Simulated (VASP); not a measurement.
# Dy2Ti (P6/mmm) in VASP: a series of runs

Dy2Ti is run at these levels: PBE; tasks: single point.

All numbers are computed with VASP 6.6.1; they aren't measurements. Logs are shortened: lines on timing, memory, paths and dates and some standing lists are left out, and cuts for length are marked.

### Step 1. The cell of the first run

It takes space group P6/mmm (No. 191, hexagonal). The conventional cell has a = 5.238 Å, b = 5.238 Å, c = 3.208 Å, α = 90.00°, β = 90.00°, γ = 120.00°. Dy (site symmetry -6m2) has 5 Dy at 3.02 to 3.21 Å and 6 Ti at 3.42 Å within 4.0 Å. Within 4.2 Å of Ti (site symmetry 6/mmm) lie 2 Ti at 3.21 Å and 12 Dy at 3.42 Å.

The cell was generated, and may not be a known phase.

### Step 2. Single point, PBE

INCAR

```
SYSTEM = Dy2Ti
PREC = Accurate ; ENCUT = 500
EDIFF = 1E-6 ; ISMEAR = 0
SIGMA = 0.2 ; LREAL = .FALSE.
LASPH = .TRUE. ; NELM = 200
ALGO = Normal ; ISIF = 2
LWAVE = .FALSE. ; LCHARG = .FALSE.
GGA = PE ; NBANDS = 22
GGA_COMPAT = .FALSE. ; LMAXMIX = 6
```

KPOINTS

```
regular mesh
0
G
  6 6 4
  0 0 0
```

POSCAR

```
Dy2Ti
1.0
    5.2375800754      0.0000000000      0.0000000000
   -2.6187900377      4.5358773997      0.0000000000
    0.0000000000      0.0000000000      3.2078307588
Dy Ti
2 1
Direct
    0.3333333333      0.6666666667      0.5000000000
    0.6666666667      0.3333333333      0.5000000000
    0.0000000000      0.0000000000      0.0000000000
```

Potentials or basis: VASP PAW PBE potentials, release 64 (Dy_3, Ti_sv), 4f in core.

Run with:

```console
$ cat potpaw_PBE.64/Dy_3/POTCAR potpaw_PBE.64/Ti_sv/POTCAR > POTCAR
$ mpirun -np 1 vasp_std > vasp.out
```

OUTCAR:

```text
SYSTEM = Dy2Ti
   PREC = Accurate
   ENCUT = 500
   EDIFF = 1E-6
   ISMEAR = 0
   LREAL = .FALSE.
   LASPH = .TRUE.
   NELM = 200
   ISIF = 2
   GGA = PE

 ion  position               nearest neighbor table
   1  0.333  0.667  0.500-   2 3.02   2 3.02   2 3.02
   2  0.667  0.333  0.500-   1 3.02   1 3.02   1 3.02
   3  0.000  0.000  0.000-

  LATTYP: Found a hexagonal cell.
 ALAT       =     5.2375800754
 C/A-ratio  =     0.6124642894

  Lattice vectors:

 A1 = (   5.2375800754,   0.0000000000,   0.0000000000)
 A2 = (  -2.6187900377,   4.5358773997,   0.0000000000)
 A3 = (   0.0000000000,   0.0000000000,   3.2078307588)

Analysis of symmetry for initial positions (statically):
=====================================================================
 Subroutine PRICEL returns:
 Original cell was already a primitive cell.

 Routine SETGRP: Setting up the symmetry group for a
 hexagonal supercell.

 Subroutine GETGRP returns: Found 24 space group operations
 (whereof 24 operations were pure point group operations)
 out of a pool of 24 trial point group operations.

The static configuration has the point symmetry D_6h.

Analysis of symmetry for dynamics (positions and initial velocities):
=====================================================================
 Subroutine PRICEL returns:
 Original cell was already a primitive cell.

 Routine SETGRP: Setting up the symmetry group for a
 hexagonal supercell.

 Subroutine GETGRP returns: Found 24 space group operations
 (whereof 24 operations were pure point group operations)
 out of a pool of 24 trial point group operations.

The dynamic configuration has the point symmetry D_6h.

 Subroutine INISYM returns: Found 24 space group operations
 (whereof 24 operations are pure point group operations),
 and found     1 'primitive' translations

----------------------------------------------------------------------------------------

                                     Primitive cell

  volume of cell :      76.2085

  direct lattice vectors                    reciprocal lattice vectors
     5.237580075  0.000000000  0.000000000     0.190927869  0.110232256  0.000000000
    -2.618790038  4.535877400  0.000000000     0.000000000  0.220464513  0.000000000
     0.000000000  0.000000000  3.207830759     0.000000000  0.000000000  0.311737144

  length of vectors
     5.237580075  5.237580075  3.207830759     0.220464513  0.220464513  0.311737144

  position of ions in fractional coordinates (direct lattice)
     0.333333333  0.666666667  0.500000000
     0.666666667  0.333333333  0.500000000
     0.000000000  0.000000000  0.000000000

  ion indices of the primitive-cell ions
   primitive index   ion index
                 1           1
                 2           2
                 3           3

----------------------------------------------------------------------------------------

 KPOINTS: regular mesh

Automatic generation of k-mesh.
 Grid dimensions read from file:
 generate k-points for:    6    6    4

 Generating k-lattice:

  Cartesian coordinates                     Fractional coordinates (reciprocal lattice)
     0.031821311  0.018372043  0.000000000     0.166666667  0.000000000  0.000000000
     0.000000000  0.036744085  0.000000000     0.000000000  0.166666667  0.000000000
     0.000000000  0.000000000  0.077934286     0.000000000  0.000000000  0.250000000

  Length of vectors
     0.036744085  0.036744085  0.077934286

  Shift w.r.t. Gamma in fractional coordinates (k-lattice)
     0.000000000  0.000000000  0.000000000

 Subroutine IBZKPT returns following result:
 ===========================================

 Found     21 irreducible k-points:

 Following reciprocal coordinates:
            Coordinates               Weight
  0.000000  0.000000  0.000000      1.000000
  0.166667 -0.000000  0.000000      6.000000
  0.333333 -0.000000  0.000000      6.000000
  0.500000 -0.000000  0.000000      3.000000
  0.166667  0.166667  0.000000      6.000000
  0.333333  0.166667  0.000000     12.000000
[... 13 lines left out ...]
  0.333333  0.166667  0.500000     12.000000
  0.333333  0.333333  0.500000      2.000000
   k-points           NKPTS =     21   k-points in BZ     NKDIM =     21   number of bands    NBANDS=     22
   number of dos      NEDOS =    301   number of ions     NIONS =      3
   total plane-waves  NPLWV =  38400
   dimension x,y,z NGX =    40 NGY =   40 NGZ =   24
   dimension x,y,z NGXF=    80 NGYF=   80 NGZF=   48
   ions per type =               2   1
   NGX,Y,Z   is equivalent  to a cutoff of  12.70, 12.70, 12.44 a.u.
   NGXF,Y,Z  is equivalent  to a cutoff of  25.39, 25.39, 24.88 a.u.
 SYSTEM =  Dy2Ti
   PREC   = accura    normal or accurate (medium, high low for compatibility)
   ISTART =      0    job   : 0-new  1-cont  2-samecut
   ICHARG =      2    charge: 1-file 2-atom 10-const
   ISPIN  =      1    spin polarized calculation?
   LNONCOLLINEAR =      F non collinear calculations
   LSORBIT =      F    spin-orbit coupling
   LASPH  =      T    aspherical Exc in radial PAW
   ENCUT  =  500.0 eV  36.75 Ry    6.06 a.u.   9.55  9.55  5.85*2*pi/ulx,y,z
   NELM   =    200;   NELMIN=  2; NELMDL= -5     # of ELM steps
   EDIFF  = 0.1E-05   stopping-criterion for ELM
   LREAL  =      F    real-space projection
   EDIFFG = 0.1E-04   stopping-criterion for IOM
   NSW    =      0    number of steps for IOM
   IBRION =     -1    ionic relax: 0-MD 1-quasi-New 2-CG
   NFREE  =      0    steps in history (QN), initial steepest desc. (CG)
   ISIF   =      2    stress and relaxation
   ISYM   =      2    0-nonsym 1-usesym 2-fastsym
   POTIM  = 0.5000    time-step for ionic-motion
   TEBEG  =    0.0;   TEEND  =   0.0 temperature during run
   PSTRESS=    0.0 pullay stress
   NELECT =      30.0000    total number of electrons
   NUPDOWN=      -1.0000    fix difference up-down
   EMIN   =  10.00;   EMAX   =-10.00  energy-range for DOS
   EFERMI =   0.00;   METHOD = LEGACY
   ISMEAR =     0;   SIGMA  =   0.20  broadening in eV -4-tet -1-fermi 0-gaus
   EFERMI_NEDOS =   21; number of points for ismear=-14 and -15
   IALGO  =     38    algorithm
   IMIX   =      4    mixing-type and parameters
     AMIX     =   0.40;   BMIX     =  1.00
     AMIX_MAG =   1.60;   BMIX_MAG =  1.00
  volume/ion in A,a.u.               =      25.40       171.43
  Fermi-wavevector in a.u.,A,eV,Ry     =   1.199814  2.267321 19.586333  1.439555
  Thomas-Fermi vector in A             =   2.335667
   LORBIT       =      0    0 simple, 1 ext, 2 COOP (PROOUT), +10 PAW based schemes
   GGA     = PE    functional components
   LHFCALC =     F    Hartree Fock is set to
   AEXX    =    0.0000 exact exchange contribution
   IVDW    =     0    specifies the selected vdW correction
   LEPSILON=     F    determine dielectric tensor
   LRPA    =     F    only Hartree local field effects (RPA)
 non-spin polarized calculation
 Gauss-broadening in eV      SIGMA  =   0.20
  energy-cutoff  :      500.00
  volume of cell :       76.21
 maximum number of plane-waves:      1968
 NGX is ok and might be reduce to    40
   NGX = 19   NGY = 19   NGZ = 11

 number of electron      30.0000002 magnetization

 Free energy of the ion-electron system (eV)
  ---------------------------------------------------
  ext. energy  EPLUGINS =         0.00000000
  ---------------------------------------------------
  free energy    TOTEN  =       -16.03727708 eV

  energy without entropy =      -15.94077898  energy(sigma->0) =      -15.98902803

 E-fermi :   4.2860     XC(G=0): -10.4827

 val. band max:        4.2813865739   @ k =   0.3333   0.1667   0.2500
 cond. band min:       4.3152892852   @ k =   0.3333  -0.0000   0.2500
 fundamental gap:      0.0339027113
 Fermi energy:         4.2860404392

 k-point     1 :       0.0000    0.0000    0.0000
  band No.  band energies     occupation
      1     -52.8568      2.00000
      2     -29.1265      2.00000
      3     -29.1265      2.00000
      4     -28.8837      2.00000
      5     -19.0213      2.00000
      6     -19.0213      2.00000
[... 14 lines left out ...]
     21       6.6833      0.00000
     22       6.6833      0.00000

 k-point     2 :       0.1667   -0.0000    0.0000
  band No.  band energies     occupation
      1     -52.8569      2.00000
      2     -29.1266      2.00000
      3     -29.1265      2.00000
      4     -28.8837      2.00000
      5     -19.0427      2.00000
      6     -18.9788      2.00000
[... 14 lines left out ...]
     21       6.4450      0.00000
     22       6.6887      0.00000

 k-point     3 :       0.3333   -0.0000    0.0000
  band No.  band energies     occupation
      1     -52.8569      2.00000
      2     -29.1268      2.00000
      3     -29.1263      2.00000
      4     -28.8836      2.00000
      5     -19.0825      2.00000
      6     -18.8790      2.00000
[... 14 lines left out ...]
     21       6.1566      0.00000
     22       6.6671      0.00000

 k-point     4 :       0.5000   -0.0000    0.0000
  band No.  band energies     occupation
      1     -52.8569      2.00000
      2     -29.1270      2.00000
      3     -29.1263      2.00000
      4     -28.8836      2.00000
      5     -19.1011      2.00000
      6     -18.8156      2.00000
[... 14 lines left out ...]
     21       6.2029      0.00000
     22       6.7221      0.00000

 k-point     5 :       0.1667    0.1667    0.0000
  band No.  band energies     occupation
      1     -52.8569      2.00000
      2     -29.1268      2.00000
      3     -29.1264      2.00000
      4     -28.8836      2.00000
      5     -19.0829      2.00000
      6     -18.8916      2.00000
[... 14 lines left out ...]
     21       5.9926      0.00000
     22       6.6768      0.00000

 k-point     6 :       0.3333    0.1667    0.0000
  band No.  band energies     occupation
      1     -52.8569      2.00000
      2     -29.1268      2.00000
      3     -29.1264      2.00000
      4     -28.8836      2.00000
      5     -19.1240      2.00000
      6     -18.7623      2.00000
[... 14 lines left out ...]
     21       5.9867      0.00000
     22       6.7938      0.00000

 k-point     7 :       0.3333    0.3333    0.0000
  band No.  band energies     occupation
      1     -52.8569      2.00000
      2     -29.1266      2.00000
      3     -29.1266      2.00000
      4     -28.8836      2.00000
      5     -19.1519      2.00000
      6     -18.5665      2.00000
[... 249 lines left out ...]
      6     -18.9596      2.00000
[... 14 lines left out ...]
     21       7.1669      0.00000
     22       7.6373      0.00000

 k-point    18 :       0.5000   -0.0000    0.5000
  band No.  band energies     occupation
      1     -52.8456      2.00000
      2     -29.1137      2.00000
      3     -29.1129      2.00000
      4     -29.0113      2.00000
      5     -18.9855      2.00000
      6     -18.9784      2.00000
[... 14 lines left out ...]
     21       7.0250      0.00000
     22       7.1593      0.00000

 k-point    19 :       0.1667    0.1667    0.5000
  band No.  band energies     occupation
      1     -52.8456      2.00000
      2     -29.1133      2.00000
      3     -29.1129      2.00000
      4     -29.0110      2.00000
      5     -19.0396      2.00000
      6     -18.9569      2.00000
[... 14 lines left out ...]
     21       7.2331      0.00000
     22       7.7347      0.00000

 k-point    20 :       0.3333    0.1667    0.5000
  band No.  band energies     occupation
      1     -52.8456      2.00000
      2     -29.1136      2.00000
      3     -29.1130      2.00000
      4     -29.0113      2.00000
      5     -18.9942      2.00000
      6     -18.9862      2.00000
[... 14 lines left out ...]
     21       6.9833      0.00000
     22       7.3573      0.00000

 k-point    21 :       0.3333    0.3333    0.5000
  band No.  band energies     occupation
      1     -52.8456      2.00000
      2     -29.1134      2.00000
      3     -29.1134      2.00000
      4     -29.0114      2.00000
      5     -19.0165      2.00000
      6     -18.9343      2.00000
[... 14 lines left out ...]
     21       6.8319      0.00000
     22       7.8826      0.00000

------------------------ aborting loop because EDIFF is reached ----------------------------------------

  FORCE on cell =-STRESS in cart. coord.  units (eV):
  Direction    XX          YY          ZZ          XY          YZ          ZX
  --------------------------------------------------------------------------------------
  -------------------------------------------------------------------------------------
  Total        0.3525735      0.3525735      0.1935174      0.0000000      0.0000000      0.0000000
  in kB        7.4123650      7.4123650      4.0684341      0.0000000      0.0000000      0.0000000
  external PRESSURE =       6.2977214 kB  Pullay stress =       0.0000000 kB

 VOLUME and BASIS-vectors are now :
 -----------------------------------------------------------------------------
  energy-cutoff  :      500.00
  volume of cell :       76.21
      direct lattice vectors                 reciprocal lattice vectors
     5.237580075  0.000000000  0.000000000     0.190927869  0.110232256  0.000000000
    -2.618790038  4.535877400  0.000000000     0.000000000  0.220464513  0.000000000
     0.000000000  0.000000000  3.207830759     0.000000000  0.000000000  0.311737144

 POSITION                                       TOTAL-FORCE (eV/Angst)
 -----------------------------------------------------------------------------------
     -0.00000      3.02392      1.60392        -0.000000     -0.000000     -0.000000
      2.61879      1.51196      1.60392         0.000000      0.000000      0.000000
      0.00000      0.00000      0.00000        -0.000000      0.000000      0.000000
 -----------------------------------------------------------------------------------
    total drift:                                0.000000     -0.000000      0.000000

  FREE ENERGIE OF THE ION-ELECTRON SYSTEM (eV)
  ---------------------------------------------------
  free  energy   TOTEN  =       -16.0372770756 eV

  energy  without entropy=      -15.9407789769  energy(sigma->0) =      -15.98902803
```

It took 81 s on 1 thread of Intel Xeon 8259CL, shared host; peak memory 0.2 GiB.

What came out:

* Free energy: -16.0373 eV
* Pressure: 0.6 GPa
* Band gap on the k mesh: zero (bands 15 and 16 overlap by 0.99 eV)

Levels at points of the mesh, in eV from the Fermi level:
```
           k point  band 12  band 13  band 14  band 15  band 16  band 17  band 18  band 19
(0.00, 0.00, 0.00)    -1.27    -0.04    -0.04     0.17     0.17     0.61     1.16     1.53
(0.50, 0.00, 0.00)    -2.90    -1.97     0.13     0.25     0.32     0.63     1.28     1.34
(0.00, 0.00, 0.50)    -1.53    -1.53    -0.72    -0.72    -0.70     1.65     1.65     2.56
(0.50, 0.00, 0.50)    -1.37    -1.19    -0.45    -0.14     0.18     0.52     0.75     1.72
```

Caveat: the k points lie up to 0.49 Å⁻¹ apart, too coarse for converged energies and pressures of a metal; spin-orbit coupling is left out, which moves the levels of the heavy elements; the 4f electrons are frozen in the core, so they carry no moment and show no levels. Spin polarisation is off, so any magnetic state and its effect on volume and gap are missing.

(Part 1 of 2 ends here.)

The gap in the log of VASP goes by the Fermi energy; the results here count the filled bands.